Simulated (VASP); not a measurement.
# Li (Fd-3m) in VASP: a series of runs

Li is run at these levels: PBE; tasks: single point.

Everything below comes from runs of VASP 6.6.1. Logs are shortened: lines on timing, memory, paths and dates and some standing lists are left out, and cuts for length are marked.

### 1 The cell of the first run

Symmetry: Fd-3m, No. 227, cubic system. Conventional cell: a = 4.515 Å, b = 4.515 Å, c = 4.515 Å, α = 90.00°, β = 90.00°, γ = 90.00°. Within 2.6 Å of Li (site symmetry -43m) lie 4 Li at 1.95 Å.

### 2 Single point, PBE (volume scaled by 0.45)

Input file INCAR:

```
  ALGO = Normal
  EDIFF = 1E-6
  ENCUT = 520
  GGA = PE
  ISIF = 2
  ISMEAR = -1
  LASPH = T
  LCHARG = T
  LELF = T
  LREAL = F
  LVHAR = T
  LWAVE = F
  NBANDS = 10
  NELM = 80
  PREC = Accurate
  SIGMA = 0.05
```

Input file KPOINTS:

```
k-points
0
Gamma
  11 11 11
```

Input file POSCAR:

```
Li
1.0
    0.0000000000      2.2573114312      2.2573114312
    2.2573114312      0.0000000000      2.2573114312
    2.2573114312      2.2573114312      0.0000000000
Li
2
Direct
   -0.1250000000     -0.1250000000     -0.1250000000
    0.1250000000      0.1250000000      0.1250000000
```

Potentials or basis: VASP PAW PBE potentials, release 64 (Li_sv).

Command:

```
cat potpaw_PBE.64/Li_sv/POTCAR > POTCAR
mpirun -np 1 vasp_std > vasp.out
```

OUTCAR:

```text
EDIFF = 1E-6
   ENCUT = 520
   GGA = PE
   ISIF = 2
   ISMEAR = -1
   LASPH = T
   LREAL = F
   NELM = 80
   PREC = Accurate

 ion  position               nearest neighbor table
   1  0.875  0.875  0.875-   2 1.95   2 1.95   2 1.95   2 1.95
   2  0.125  0.125  0.125-   1 1.95   1 1.95   1 1.95   1 1.95

  LATTYP: Found a face centered cubic cell.
 ALAT       =     4.5146228624

  Lattice vectors:

 A1 = (   0.0000000000,   2.2573114312,   2.2573114312)
 A2 = (   2.2573114312,   0.0000000000,   2.2573114312)
 A3 = (   2.2573114312,   2.2573114312,   0.0000000000)

Analysis of symmetry for initial positions (statically):
[... 6 lines left out ...]

 Subroutine GETGRP returns: Found 48 space group operations
 (whereof 12 operations were pure point group operations)
 out of a pool of 48 trial point group operations.

The static configuration has the point symmetry D_3d.
 The point group associated with its full space group is O_h .

Analysis of symmetry for dynamics (positions and initial velocities):
[... 6 lines left out ...]

 Subroutine GETGRP returns: Found 48 space group operations
 (whereof 12 operations were pure point group operations)
 out of a pool of 48 trial point group operations.

The dynamic configuration has the point symmetry D_3d.
 The point group associated with its full space group is O_h .

 Subroutine INISYM returns: Found 48 space group operations
 (whereof 12 operations are pure point group operations),
 and found     1 'primitive' translations

----------------------------------------------------------------------------------------

                                     Primitive cell

  volume of cell :      23.0041

  direct lattice vectors                    reciprocal lattice vectors
     0.000000000  2.257311431  2.257311431    -0.221502444  0.221502444  0.221502444
     2.257311431  0.000000000  2.257311431     0.221502444 -0.221502444  0.221502444
     2.257311431  2.257311431  0.000000000     0.221502444  0.221502444 -0.221502444

  length of vectors
     3.192320441  3.192320441  3.192320441     0.383653488  0.383653488  0.383653488

  position of ions in fractional coordinates (direct lattice)
     0.875000000  0.875000000  0.875000000
     0.125000000  0.125000000  0.125000000

  ion indices of the primitive-cell ions
   primitive index   ion index
                 1           1
                 2           2

----------------------------------------------------------------------------------------
[... 73 lines left out ...]
   NSW    =      0    number of steps for IOM
   IBRION =     -1    ionic relax: 0-MD 1-quasi-New 2-CG
   NFREE  =      0    steps in history (QN), initial steepest desc. (CG)
   ISIF   =      2    stress and relaxation
   ISYM   =      2    0-nonsym 1-usesym 2-fastsym
   POTIM  = 0.5000    time-step for ionic-motion
   TEBEG  =    0.0;   TEEND  =   0.0 temperature during run
   PSTRESS=    0.0 pullay stress
   NELECT =       6.0000    total number of electrons
   NUPDOWN=      -1.0000    fix difference up-down
   EMIN   =  10.00;   EMAX   =-10.00  energy-range for DOS
   EFERMI =   0.00;   METHOD = LEGACY
   ISMEAR =    -1;   SIGMA  =   0.05  broadening in eV -4-tet -1-fermi 0-gaus
   EFERMI_NEDOS =   21; number of points for ismear=-14 and -15
   IALGO  =     38    algorithm
   IMIX   =      4    mixing-type and parameters
     AMIX     =   0.40;   BMIX     =  1.00
     AMIX_MAG =   1.60;   BMIX_MAG =  1.00
  volume/ion in A,a.u.               =      11.50        77.62
  Fermi-wavevector in a.u.,A,eV,Ry     =   1.045981  1.976617 14.885809  1.094076
  Thomas-Fermi vector in A             =   2.180800
   LORBIT       =      0    0 simple, 1 ext, 2 COOP (PROOUT), +10 PAW based schemes
   GGA     = PE    functional components
   LHFCALC =     F    Hartree Fock is set to
   AEXX    =    0.0000 exact exchange contribution
   IVDW    =     0    specifies the selected vdW correction
   LEPSILON=     F    determine dielectric tensor
   LRPA    =     F    only Hartree local field effects (RPA)
 non-spin polarized calculation
  energy-cutoff  :      520.00
  volume of cell :       23.00
 maximum number of plane-waves:       628
   NGX = 11   NGY = 11   NGZ = 11

 number of electron       6.0000006 magnetization

 Free energy of the ion-electron system (eV)
  ---------------------------------------------------
  ext. energy  EPLUGINS =         0.00000000
  ---------------------------------------------------
  free energy    TOTEN  =        -1.98648422 eV

  energy without entropy =       -1.98583380  energy(sigma->0) =       -1.98615901

 E-fermi :   3.5721     XC(G=0):  -8.5795

 val. band max:        3.4657650489   @ k =  -0.4545   0.4545   0.0000
 cond. band min:       3.6818991536   @ k =  -0.4545   0.4545   0.0000
 fundamental gap:      0.2161341048
 Fermi energy:         3.5721153262

 k-point     1 :       0.0000    0.0000    0.0000
  band No.  band energies     occupation
      1     -44.9285      2.00000
      2     -44.1706      2.00000
      3      -1.2580      2.00000
      4      12.8137      0.00000
      5      12.8138      0.00000
      6      12.8138      0.00000
      7      14.2221      0.00000
      8      14.2221      0.00000
      9      14.2221      0.00000
     10      22.0391      0.00000
[... 287 lines left out ...]
 k-point    24 :      -0.1818    0.1818    0.0000
  band No.  band energies     occupation
      1     -44.8127      2.00000
      2     -44.2775      2.00000
      3      -0.2257      2.00000
      4       7.7905      0.00000
      5       8.1802      0.00000
      6      11.3969      0.00000
      7      15.5813      0.00000
      8      16.1026      0.00000
      9      18.1296      0.00000
     10      19.5938      0.00000

 [... further k-points ...]

------------------------ aborting loop because EDIFF is reached ----------------------------------------

  FORCE on cell =-STRESS in cart. coord.  units (eV):
  Direction    XX          YY          ZZ          XY          YZ          ZX
  --------------------------------------------------------------------------------------
  -------------------------------------------------------------------------------------
  Total        2.3844517      2.3844517      2.3844517      0.0000000     -0.0000000      0.0000000
  in kB      166.0713318    166.0713318    166.0713318      0.0000000     -0.0000000      0.0000000
  external PRESSURE =     166.0713318 kB  Pullay stress =       0.0000000 kB

 VOLUME and BASIS-vectors are now :
 -----------------------------------------------------------------------------
  energy-cutoff  :      520.00
  volume of cell :       23.00
      direct lattice vectors                 reciprocal lattice vectors
     0.000000000  2.257311431  2.257311431    -0.221502444  0.221502444  0.221502444
     2.257311431  0.000000000  2.257311431     0.221502444 -0.221502444  0.221502444
     2.257311431  2.257311431  0.000000000     0.221502444  0.221502444 -0.221502444

 POSITION                                       TOTAL-FORCE (eV/Angst)
 -----------------------------------------------------------------------------------
      3.95030      3.95030      3.95030        -0.000000     -0.000000     -0.000000
      0.56433      0.56433      0.56433         0.000000      0.000000      0.000000
 -----------------------------------------------------------------------------------
    total drift:                                0.000000      0.000000      0.000000

  FREE ENERGIE OF THE ION-ELECTRON SYSTEM (eV)
  ---------------------------------------------------
  free  energy   TOTEN  =        -1.9864842206 eV

  energy  without entropy=       -1.9858338001  energy(sigma->0) =       -1.98615901
```

OSZICAR:

```text
N       E                     dE             d eps       ncg     rms          rms(c)
DAV:   1     0.208711782334E+02    0.20871E+02   -0.31566E+03  1120   0.623E+02
DAV:   2    -0.756512022296E+00   -0.21628E+02   -0.21191E+02  1588   0.119E+02
DAV:   3    -0.198468968895E+01   -0.12282E+01   -0.12258E+01  1484   0.270E+01
DAV:   4    -0.200972818949E+01   -0.25039E-01   -0.25029E-01  1570   0.326E+00
DAV:   5    -0.200994095495E+01   -0.21277E-03   -0.21276E-03  1412   0.289E-01    0.724E-01
DAV:   6    -0.199324681268E+01    0.16694E-01   -0.86318E-03  1728   0.361E-01    0.458E-01
DAV:   7    -0.198628055778E+01    0.69663E-02   -0.22771E-02  1474   0.636E-01    0.143E-01
DAV:   8    -0.198645515896E+01   -0.17460E-03   -0.10832E-03  1486   0.251E-01    0.183E-02
DAV:   9    -0.198647516609E+01   -0.20007E-04   -0.30394E-05  1470   0.495E-02    0.300E-03
DAV:  10    -0.198648488389E+01   -0.97178E-05   -0.73724E-07  1306   0.785E-03    0.209E-03
DAV:  11    -0.198648422058E+01    0.66331E-06   -0.20893E-07  1038   0.410E-03
   1 F= -.19864842E+01 E0= -.19861590E+01  d E =-.650420E-03
```

It took 15 s on 1 thread of AMD EPYC 7R43 (Zen 3), shared host; peak memory 0.1 GiB.

What came out:

| Property | Result |
| --- | --- |
| Free energy | -1.9865 eV |
| Band gap on the k mesh | 0.22 eV, direct |

Caveat: the cutoff is under 1.25 times the usual one of these potentials, so pressure, stress and relaxed cells hold a basis-set (Pulay) error.

### 3 Single point, PBE (volume scaled by 0.55)

Input file INCAR:

```
SYSTEM = Li
PREC     = Accurate       ! precision mode
ENCUT    = 520            ! plane-wave cutoff, eV
EDIFF    = 1E-6           ! SCF threshold, eV
ISMEAR   = -1             ! smearing method
SIGMA    = 0.05           ! smearing width, eV
LREAL    = .FALSE.        ! projectors in reciprocal space
LASPH    = .TRUE.         ! aspherical terms in the spheres
NELM     = 100            ! most SCF steps
ALGO     = Normal         ! electronic algorithm
ISIF     = 2              ! what is computed and relaxed
LWAVE    = .FALSE.        ! write WAVECAR
LCHARG   = .FALSE.        ! write CHGCAR
GGA      = PE             ! functional
NBANDS   = 10             ! bands
```

Input file KPOINTS:

```
regular mesh
0
G
  11 11 11
  0 0 0
```

Input file POSCAR:

```
Li
1.0
    0.0000000000      2.4134679696      2.4134679696
    2.4134679696      0.0000000000      2.4134679696
    2.4134679696      2.4134679696      0.0000000000
Li
2
Direct
   -0.1250000000     -0.1250000000     -0.1250000000
    0.1250000000      0.1250000000      0.1250000000
```

Potentials or basis: VASP PAW PBE potentials, release 64 (Li_sv).

Command:

```
cat potpaw_PBE.64/Li_sv/POTCAR > POTCAR
mpirun -np 1 vasp_std > vasp.out
```

OUTCAR:

```text
SYSTEM = Li
   PREC = Accurate
   ENCUT = 520
   EDIFF = 1E-6
   ISMEAR = -1
   LREAL = .FALSE.
   LASPH = .TRUE.
   NELM = 100
   ISIF = 2
   GGA = PE

 ion  position               nearest neighbor table
   1  0.875  0.875  0.875-   2 2.09   2 2.09   2 2.09   2 2.09
   2  0.125  0.125  0.125-   1 2.09   1 2.09   1 2.09   1 2.09

  LATTYP: Found a face centered cubic cell.
 ALAT       =     4.8269359392

  Lattice vectors:

[... 500 lines left out ...]

------------------------ aborting loop because EDIFF is reached ----------------------------------------

  FORCE on cell =-STRESS in cart. coord.  units (eV):
  Direction    XX          YY          ZZ          XY          YZ          ZX
  --------------------------------------------------------------------------------------
  -------------------------------------------------------------------------------------
  Total        1.5171641      1.5171641      1.5171641      0.0000000      0.0000000      0.0000000
  in kB       86.4546831     86.4546831     86.4546831      0.0000000      0.0000000      0.0000000
  external PRESSURE =      86.4546831 kB  Pullay stress =       0.0000000 kB

 VOLUME and BASIS-vectors are now :
 -----------------------------------------------------------------------------
  energy-cutoff  :      520.00
  volume of cell :       28.12
      direct lattice vectors                 reciprocal lattice vectors
     0.000000000  2.413467970  2.413467970    -0.207170763  0.207170763  0.207170763
     2.413467970  0.000000000  2.413467970     0.207170763 -0.207170763  0.207170763
     2.413467970  2.413467970  0.000000000     0.207170763  0.207170763 -0.207170763

 POSITION                                       TOTAL-FORCE (eV/Angst)
 -----------------------------------------------------------------------------------
      4.22357      4.22357      4.22357         0.000000      0.000000      0.000000
      0.60337      0.60337      0.60337        -0.000000     -0.000000     -0.000000
 -----------------------------------------------------------------------------------
    total drift:                                0.000000      0.000000      0.000000

  FREE ENERGIE OF THE ION-ELECTRON SYSTEM (eV)
  ---------------------------------------------------
  free  energy   TOTEN  =        -2.3824323186 eV

  energy  without entropy=       -2.3813236025  energy(sigma->0) =       -2.38187796
```

OSZICAR:

```text
N       E                     dE             d eps       ncg     rms          rms(c)
DAV:   1     0.197428448962E+02    0.19743E+02   -0.30655E+03  1120   0.612E+02
DAV:   2    -0.154656824121E+00   -0.19898E+02   -0.19554E+02  1496   0.114E+02
DAV:   3    -0.233538808239E+01   -0.21807E+01   -0.21749E+01  1648   0.314E+01
DAV:   4    -0.240237632073E+01   -0.66988E-01   -0.66949E-01  1528   0.464E+00
DAV:   5    -0.240313261402E+01   -0.75629E-03   -0.75625E-03  1484   0.458E-01    0.577E-01
DAV:   6    -0.238908659411E+01    0.14046E-01   -0.56106E-03  1790   0.279E-01    0.352E-01
DAV:   7    -0.238239132388E+01    0.66953E-02   -0.14102E-02  1660   0.470E-01    0.115E-01
DAV:   8    -0.238244631834E+01   -0.54994E-04   -0.55295E-04  1378   0.182E-01    0.112E-02
DAV:   9    -0.238243851627E+01    0.78021E-05   -0.18881E-05  1598   0.375E-02    0.209E-03
DAV:  10    -0.238243279986E+01    0.57164E-05   -0.34899E-07   906   0.586E-03    0.134E-03
DAV:  11    -0.238243231858E+01    0.48128E-06   -0.99353E-08   786   0.304E-03
   1 F= -.23824323E+01 E0= -.23818780E+01  d E =-.110872E-02
```

Wall time 19 s (1 thread of AMD EPYC 7R43 (Zen 3), shared host); peak memory 0.12 GiB.

What came out:

- Free energy: -2.3824 eV
- Band gap on the k mesh: 0.14 eV, direct

Caveat: the cutoff is under 1.25 times the usual one of these potentials, so pressure, stress and relaxed cells hold a basis-set (Pulay) error. A k mesh can miss the band edges.
